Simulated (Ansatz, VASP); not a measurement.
# Sb in VASP and in Ansatz

```
Sb
1.0
     3.11012    0.00000    0.00000
     0.00000    3.11012    0.00000
     0.00000    0.00000    3.11012
Sb
1
Direct
  0.00000 0.00000 0.00000
```

Alike in both runs: task relaxation of cell and atoms; functional PBE; k mesh 13 × 13 × 13; occupations fermi-dirac, width 0.05 eV; non-collinear spin, spin-orbit coupling.

```csv
,VASP,Ansatz
version,VASP 6.6.1,Ansatz 0.2.0
potentials or method,"VASP PAW PBE potentials, release 64 (Sb), cutoff 600 eV",all-electron LAPW
```

|  | VASP | Ansatz | Ansatz less VASP |
| --- | --- | --- | --- |
| relaxed volume (Å³/atom) | 30.08 | 30.08 | 0.000 |
| relaxed length of the cell vector where the two differ most in proportion (Å) | 3.110 | 3.110 | 0.0000 |

Ansatz ran all-electron here, and VASP with PAW potentials.

Noted on VASP's run: the relaxation stopped at its first step, so nothing moved.
